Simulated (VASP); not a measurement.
# PtS2 (P4_2/mmc) in VASP: notebook, part 2 of 2

VASP 6.6.1.

## Step 4: Relaxation of cell and atoms, PBE

INCAR reads:

```
PREC = Accurate
ENCUT = 600
EDIFF = 1E-7
ISMEAR = 0
SIGMA = 0.1
LREAL = False
LASPH = True
NELM = 80
ALGO = Normal
ISIF = 3
LWAVE = False
LCHARG = False
GGA = PE
IBRION = 2
NSW = 90
EDIFFG = -0.04
```

KPOINTS reads:

```
regular mesh
0
Gamma
  4 4 2
```

POSCAR reads:

```
PtS2
1.0
    3.8815511900      0.0000000000      0.0000000000
    0.0000000000      3.8815511900      0.0000000000
    0.0000000000      0.0000000000      8.7645526500
Pt S
2 4
Direct
    0.5000000000      0.0000000000      0.0000000000
    0.0000000000      0.5000000000      0.5000000000
    0.5000000000      0.5000000000      0.8938480700
    0.5000000000      0.5000000000      0.6061519300
    0.5000000000      0.5000000000      0.1061519300
    0.5000000000      0.5000000000      0.3938480700
```

Potentials or basis: VASP PAW PBE potentials, release 64 (Pt, S).

Launch:

```sh
$ cat potpaw_PBE.64/Pt/POTCAR potpaw_PBE.64/S/POTCAR > POTCAR
$ mpirun -np 1 vasp_std > vasp.out
```

OUTCAR:

```text
PREC = Accurate
   ENCUT = 600
   EDIFF = 1E-7
   ISMEAR = 0
   LREAL = False
   LASPH = True
   NELM = 80
   ISIF = 3
   GGA = PE
   IBRION = 2
   NSW = 90
   EDIFFG = -0.04

 ion  position               nearest neighbor table
   1  0.500  0.000  0.000-   3 2.15   5 2.15   3 2.15   5 2.15
   2  0.000  0.500  0.500-   4 2.15   6 2.15   4 2.15   6 2.15
   3  0.500  0.500  0.894-   5 1.86   1 2.15   1 2.15   4 2.52
   4  0.500  0.500  0.606-   6 1.86   2 2.15   2 2.15   3 2.52
   5  0.500  0.500  0.106-   3 1.86   1 2.15   1 2.15   6 2.52
   6  0.500  0.500  0.394-   4 1.86   2 2.15   2 2.15   5 2.52

  LATTYP: Found a simple tetragonal cell.
 ALAT       =     3.8815511900
 C/A-ratio  =     2.2580025925

  Lattice vectors:

 A1 = (   3.8815511900,   0.0000000000,   0.0000000000)
 A2 = (   0.0000000000,   3.8815511900,   0.0000000000)
 A3 = (   0.0000000000,   0.0000000000,   8.7645526500)

Analysis of symmetry for initial positions (statically):
=====================================================================
 Subroutine PRICEL returns:
 Original cell was already a primitive cell.

 Routine SETGRP: Setting up the symmetry group for a
 simple tetragonal supercell.

[... 159 lines left out ...]
 Free energy of the ion-electron system (eV)
  ---------------------------------------------------
  ext. energy  EPLUGINS =         0.00000000
  ---------------------------------------------------
  free energy    TOTEN  =       -22.66037343 eV

  energy without entropy =      -22.63505215  energy(sigma->0) =      -22.64771279

------------------------ aborting loop because EDIFF is reached ----------------------------------------

  FORCE on cell =-STRESS in cart. coord.  units (eV):
  Direction    XX          YY          ZZ          XY          YZ          ZX
  --------------------------------------------------------------------------------------
  -------------------------------------------------------------------------------------
  Total       19.4899010     19.4899010     41.5557685      0.0000000      0.0000000      0.0000000
  in kB      236.4720549    236.4720549    504.1984553      0.0000000      0.0000000      0.0000000
  external PRESSURE =     325.7141884 kB  Pullay stress =       0.0000000 kB
[... 456 lines left out ...]
  FREE ENERGIE OF THE ION-ELECTRON SYSTEM (eV)
  ---------------------------------------------------
  free  energy   TOTEN  =       -27.1403121791 eV

  energy  without entropy=      -27.1104038298  energy(sigma->0) =      -27.12535800

[... ionic steps 4 to 14 ...]

--------------------------------------- Ionic step       15  -------------------------------------------

 number of electron      44.0000005 magnetization

 E-fermi :   4.5813     XC(G=0):  -9.5151
[... 430 lines left out ...]
--------------------------------------- Ionic step       17  -------------------------------------------

 number of electron      44.0000001 magnetization

 Free energy of the ion-electron system (eV)
  ---------------------------------------------------
  ext. energy  EPLUGINS =         0.00000000
  ---------------------------------------------------
  free energy    TOTEN  =       -28.48843049 eV

  energy without entropy =      -28.46366778  energy(sigma->0) =      -28.47604913

 E-fermi :   4.2593     XC(G=0):  -9.3595

 val. band max:        4.2572695516   @ k =   0.2500   0.0000   0.5000
 cond. band min:       4.2767473117   @ k =   0.5000   0.5000   0.5000
 fundamental gap:      0.0194777601
 Fermi energy:         4.2593223209
[... 379 lines left out ...]
  FREE ENERGIE OF THE ION-ELECTRON SYSTEM (eV)
  ---------------------------------------------------
  free  energy   TOTEN  =       -28.4884304860 eV

  energy  without entropy=      -28.4636677804  energy(sigma->0) =      -28.47604913

 reached required accuracy - stopping structural energy minimisation
```

CONTCAR:

```text
PtS2
   1.00000000000000
     3.7447082431585246    0.0000000000000000    0.0000000000000000
    -0.0000000000000000    3.7447082431585246    0.0000000000000000
     0.0000000000000000    0.0000000000000000    9.6612323263243418
  Pt              S
     2     4
Direct
     0.5000000000000000    0.0000000000000000    0.0000000000000000
     0.0000000000000000    0.5000000000000000    0.5000000000000000
     0.5000000000000000    0.5000000000000000    0.8542452590709554
     0.5000000000000000    0.5000000000000000    0.6457547409290446
     0.5000000000000000    0.5000000000000000    0.1457547409290445
     0.5000000000000000    0.5000000000000000    0.3542452590709556

  0.00000000E+00  0.00000000E+00  0.00000000E+00
  0.00000000E+00  0.00000000E+00  0.00000000E+00
  0.00000000E+00  0.00000000E+00  0.00000000E+00
  0.00000000E+00  0.00000000E+00  0.00000000E+00
  0.00000000E+00  0.00000000E+00  0.00000000E+00
  0.00000000E+00  0.00000000E+00  0.00000000E+00
```

Run time: 5.9 min. Hardware: 1 thread of Intel Xeon 6975P-C (Granite Rapids), shared host; peak memory 0.28 GiB.

What came out:

- Free energy: -28.4884 eV
- Relaxed volume: 22.58 Å³/atom
- Relaxed cell: a = 3.745 Å, b = 3.745 Å, c = 9.661 Å, α = 90.00°, β = 90.00°, γ = 90.00°
- Space group after relaxing (to 0.05 Å): P4_2/mmc (No. 131)
- Energy gained by relaxing: 971.3 meV/atom
- Ionic steps: 17
- Pressure after relaxing: 0.1 GPa
- Largest force after relaxing: 0.031 eV/Å
- Band gap on the k mesh: zero (band 22 reaches 4.70 eV, above the bottom of band 23 at 3.99 eV)

Forces on the atoms (eV/Å):
```
Pt   0.000  0.000  0.000
Pt   0.000  0.000  0.000
S    0.000  0.000 -0.031
S    0.000  0.000  0.031
S    0.000  0.000  0.031
S    0.000  0.000 -0.031
```

The path:
| step | energy change (eV) | largest force (eV/Å) | pressure (GPa) | volume (Å³) |
| --- | --- | --- | --- | --- |
| 1 | 0.0000 | 8.6273 | 32.57 | 132.05 |
| 2 | 0.6868 | 0.7780 | -11.62 | 235.71 |
| 3 | -4.4799 | 0.5761 | -7.90 | 166.95 |
| 4 | -4.5990 | 0.7229 | -6.48 | 163.01 |
| 5 | -4.6774 | 0.7538 | -3.65 | 157.04 |
| 6 | -4.6775 | 0.7729 | -3.35 | 156.51 |
| 7 | -5.1713 | 1.2067 | -1.87 | 147.49 |
| 8 | -5.3814 | 1.1651 | 0.63 | 138.90 |
| 9 | -5.3934 | 1.2781 | 1.56 | 136.30 |
| 10 | -5.6913 | 0.4980 | -1.57 | 135.19 |
| 11 | -5.7067 | 0.0873 | -2.02 | 134.88 |
| 12 | -5.4475 | 2.8124 | 5.01 | 128.16 |
| 13 | -5.7493 | 0.4198 | -0.38 | 132.75 |
| 14 | -5.7973 | 0.0207 | 0.97 | 131.98 |
| 15 | -5.8000 | 0.1565 | 1.40 | 131.74 |
| 16 | -5.8277 | 0.0441 | 0.22 | 135.03 |
| 17 | -5.8281 | 0.0311 | 0.08 | 135.48 |

Final structure:
```
Pt S
1.0
     3.74471    0.00000    0.00000
     0.00000    3.74471    0.00000
     0.00000    0.00000    9.66123
Pt S
2 4
Direct
  0.50000 0.00000 0.00000
  0.00000 0.50000 0.50000
  0.50000 0.50000 0.85425
  0.50000 0.50000 0.64575
  0.50000 0.50000 0.14575
  0.50000 0.50000 0.35425
```

Levels at points of the mesh, in eV from the Fermi level:
```
           k point  band 18  band 19  band 20  band 21  band 22  band 23  band 24  band 25  band 26
(0.00, 0.00, 0.00)    -2.15    -1.43    -1.43    -0.33    -0.33     0.79     3.22     3.22     4.31
(0.50, 0.00, 0.00)    -1.99    -1.61    -1.02    -0.12     0.07     0.59     1.16     3.10     3.31
(0.50, 0.50, 0.00)    -1.45    -1.17    -0.84    -0.84    -0.17    -0.17     0.71     1.35     2.35
(0.00, 0.00, 0.50)    -2.40    -2.16    -2.16     0.44     0.44     2.45     2.45     2.55     2.55
(0.50, 0.00, 0.50)    -1.99    -1.18    -0.58    -0.56    -0.26    -0.18     2.76     3.24     3.94
(0.50, 0.50, 0.50)    -2.30    -0.69    -0.69    -0.46    -0.46     0.02     0.02     2.79     2.79
```

Caveat: the k points lie up to 0.42 Å⁻¹ apart in the final cell; spin-orbit coupling is left out, which moves the levels of the heavy elements.

## Step 5: Single point, PBE

This run uses another cell than the first one, of 22.58 Å³/atom, 1.026 times its volume.

INCAR reads:

```
  PREC = Accurate
  ENCUT = 520
  EDIFF = 1E-7
  ISMEAR = 0
  SIGMA = 0.1
  LREAL = F
  LASPH = T
  NELM = 80
  ALGO = Normal
  ISIF = 2
  LWAVE = F
  LCHARG = F
  GGA = PE
  NBANDS = 31
```

KPOINTS reads:

```
Automatic mesh
0
Gamma
  10 10 4
```

POSCAR reads:

```
PtS2
1.0
    3.7372719829      0.0000000000      0.0000000000
    0.0000000000      3.7372719829      0.0000000000
    0.0000000000      0.0000000000      9.7008037757
Pt S
2 4
Direct
    0.5000000000      0.0000000000      0.0000000000
    0.0000000000      0.5000000000      0.5000000000
    0.5000000000      0.5000000000      0.8541680451
    0.5000000000      0.5000000000      0.6458319549
    0.5000000000      0.5000000000      0.1458319549
    0.5000000000      0.5000000000      0.3541680451
```

Launch:

```sh
$ cat potpaw_PBE.64/Pt/POTCAR potpaw_PBE.64/S/POTCAR > POTCAR
$ mpirun -np 1 vasp_std > vasp.out
```

Wall time 2.2 min (1 thread of Intel Xeon 6975P-C (Granite Rapids), shared host); peak memory 0.36 GiB.

Results (log left out):

```yaml
Free_energy: -28.4469 eV
Pressure: -0.3 GPa
Largest_force: 0.099 eV/Å
Band_gap_on_the_k_mesh: zero (band 22 reaches 4.70 eV, above the bottom of band 23 at 3.90 eV)
```

Forces in eV/Å, atoms in the order of the input:
```
Pt   0.000  0.000  0.000
Pt   0.000  0.000  0.000
S    0.000  0.000 -0.099
S    0.000  0.000  0.099
S    0.000  0.000  0.099
S    0.000  0.000 -0.099
```

Stress tensor (GPa, compression positive):
```
-0.08  0.00  0.00
 0.00 -0.08  0.00
 0.00  0.00 -0.60
```

Levels at points of the mesh, in eV from the Fermi level:
| k point | band 20 | band 21 | band 22 | band 23 | band 24 | band 25 |
| --- | --- | --- | --- | --- | --- | --- |
| (0.00, 0.00, 0.00) | -1.42 | -0.32 | -0.32 | 0.73 | 3.18 | 3.18 |
| (0.50, 0.00, 0.00) | -1.02 | -0.14 | 0.05 | 0.59 | 1.13 | 3.06 |
| (0.50, 0.50, 0.00) | -0.84 | -0.84 | -0.17 | -0.17 | 0.67 | 1.34 |
| (0.00, 0.00, 0.50) | -2.15 | 0.44 | 0.44 | 2.39 | 2.39 | 2.53 |
| (0.50, 0.00, 0.50) | -0.59 | -0.56 | -0.26 | -0.19 | 2.68 | 3.22 |
| (0.50, 0.50, 0.50) | -0.72 | -0.45 | -0.45 | 0.00 | 0.00 | 2.80 |

Caveat: spin-orbit coupling is left out, which moves the levels of the heavy elements.

## Step 6: Overview

```csv
task,cell,k mesh,cutoff (eV),gap on the mesh (eV),pressure (GPa),largest force (eV/Å)
single point,"a = 3.882, b = 3.882, c = 8.765 Å, 6 atoms",4 × 4 × 2,520,none,32.5,8.63
single point,"a = 3.744, b = 3.744, c = 9.681 Å, 6 atoms",4 × 4 × 2,520,none,-0.2,0.08
relaxation of cell and atoms,"relaxed from a = 3.882, b = 3.882, c = 8.765 Å, 6 atoms",4 × 4 × 2,600,none,0.1,0.03
single point,"a = 3.737, b = 3.737, c = 9.701 Å, 6 atoms",10 × 10 × 4,520,none,-0.3,0.10
```

Alike in all rows: level PBE; potentials or basis VASP PAW PBE potentials, release 64 (Pt, S); no spin polarisation; smearing gaussian 0.1 eV.

Caveats: some runs use coarse meshes; spin-orbit coupling is left out, which moves the levels of the heavy elements; forces of over 1 eV/Å act on the atoms, so gaps and moduli don't describe the material at rest (some runs).

Total energies depend on the potentials used, so only differences within one code and one set of settings carry meaning.
